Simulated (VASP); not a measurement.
The system is ZnO.

```xyz
4
Lattice="3.1491 0.0000 0.0000 -1.5746 2.7272 0.0000 0.0000 0.0000 5.4899" Properties=species:S:1:pos:R:3 pbc="T T T"
Zn    0.0000    1.8181    0.0086
Zn    1.5746    0.9091    2.7536
O     0.0000    1.8181    2.2546
O     1.5746    0.9091    4.9995
```

This cell differs from its parent crystal: c/a of the conventional cell at fixed volume 1.7433.

Base run:

```yaml
Program: VASP 6.6.1
Functional: PBEsol
Potentials_or_basis: VASP PAW PBE potentials, release 64 (Zn, O)
Cutoff: 520 eV
k_mesh: 9 × 9 × 6
Occupations: gaussian, width 0.05 eV
Spin: no spin polarisation
```

Its results: band gap on the k mesh 0.64 eV, direct; pressure 7.3 GPa; largest force 0.855 eV/Å.

Q: The run is repeated on the same cell with these changes: potentials or basis from VASP PAW PBE potentials, release 64 (Zn, O) to VASP PAW PBE potentials, release 64 (Zn, O_h); cutoff from 520 eV to 910 eV; further incar settings from ALGO = Normal; EDIFF = 1e-07; NBANDS = 26 to ALGO = Normal; EDIFF = 1e-06; NBANDS = 26. What comes out?

A: Band gap on the k mesh 0.65 eV, direct; pressure 6.9 GPa; largest force 0.850 eV/Å.

Caveats: the PAW data sets were made with another functional, which shifts forces and pressure a little; the cutoff is under 1.25 times the usual one of these potentials, so pressure, stress and relaxed cells hold a basis-set (Pulay) error (some runs).

